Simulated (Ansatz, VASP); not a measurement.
**One calculation of FeS2, two programs**

File POSCAR:

```
FeS2
1.0
    4.4308097358      0.0000000000      0.0000000000
    0.0000000000      5.4005600319      0.0000000000
    0.0000000000      0.0000000000      3.3792372752
Fe S
2 4
Direct
    0.5000000000      0.5000000000      0.5000000000
    0.0000000000      0.0000000000      0.0000000000
    0.2990462953      0.8778423373      0.5000000000
    0.7009537047      0.1221576627      0.5000000000
    0.2009537047      0.3778423373      0.0000000000
    0.7990462953      0.6221576627      0.0000000000
```

The input INCAR.step1:

```
SYSTEM = FeS2
PREC = Accurate ; ENCUT = 660
ISMEAR = 0 ; SIGMA = 0.01
LREAL = .False. ; LASPH = .True.
NELM = 120 ; NBANDS = 29
GGA = PE ; ALGO = Normal
EDIFF = 1E-5 ; LWAVE = .True.
LCHARG = .False. ; GGA_COMPAT = .False.
```

INCAR.step2

```
SYSTEM = FeS2
PREC = Accurate ; ENCUT = 660
EDIFF = 1E-6 ; ISMEAR = 0
SIGMA = 0.01 ; LREAL = .False.
LASPH = .True. ; NELM = 120
ALGO = Normal ; ISIF = 2
LWAVE = .False. ; LCHARG = .False.
METAGGA = R2SCAN ; LMIXTAU = .True.
NBANDS = 29 ; ISTART = 1
GGA_COMPAT = .False.
```

The input KPOINTS:

```
regular mesh
0
Gamma
  6 6 8
  0 0 0
```

Input for Ansatz:

```yaml
crystal:
  lattice:
    - [4.4308097358, 0.0, 0.0]
    - [0.0, 5.4005600319, 0.0]
    - [0.0, 0.0, 3.3792372752]
  atoms:
    - { symbol: Fe, position: [0.5, 0.5, 0.5] }
    - { symbol: Fe, position: [0.0, 0.0, 0.0] }
    - { symbol: S, position: [0.2990462953, 0.8778423373, 0.5] }
    - { symbol: S, position: [0.7009537047, 0.1221576627, 0.5] }
    - { symbol: S, position: [0.2009537047, 0.3778423373, 0.0] }
    - { symbol: S, position: [0.7990462953, 0.6221576627, 0.0] }
kpoints:
  mp_grid: { grid: [6, 6, 8] }
  band_path:
    path:
      - [0.0, 0.0, 0.0]
      - [0.5, 0.0, 0.0]
      - [0.5, 0.5, 0.0]
      - [0.0, 0.5, 0.0]
      - [0.0, 0.0, 0.5]
      - [0.5, 0.0, 0.5]
      - [0.5, 0.5, 0.5]
      - [0.0, 0.5, 0.5]
      - [0.414062, 0.0, 0.0]
      - [0.0, 0.5, 0.35]
    npoints: 1
hamiltonian:
  xc: r2scan
scf:
  occupations: { method: fixed }
  n_extra_bands: 5
output:
  forces: true
  stress: true
  eigenvalues: true
```

Alike in both runs: task single point; functional r2SCAN; k mesh 6 × 6 × 8; no spin polarisation.

|  | VASP | Ansatz |
| --- | --- | --- |
| version | VASP 6.6.1 | Ansatz 0.2.0 |
| potentials or method | VASP PAW PBE potentials, release 64 (Fe, S) | plane waves, PAW |
| plane-wave cutoff (eV) | 660 | 500 |
| occupations | gaussian, width 0.01 eV | fixed |
| valence electrons in the cell | 40 | 56 |

|  | VASP | Ansatz | Ansatz less VASP |
| --- | --- | --- | --- |
| gap on the k mesh at the Fermi level (eV) | 1.41 | 1.44 | +0.038 |
| pressure (GPa) | 0.0 | 0.0 | +0.03 |
| traceless stress, the component that is largest in VASP (GPa) | -0.17 | 0.00 | +0.175 |
| rms of the force components (eV/Å) | 0.033 | 0.000 | -0.0326 |

VASP's potentials were made for PBE, not for r2SCAN. Atom by atom the forces differ by 0.033 eV/Å (rms over components). VASP's potentials hold 40 valence electrons a cell and Ansatz's 56, so a difference there can come from the potentials and not from the codes.
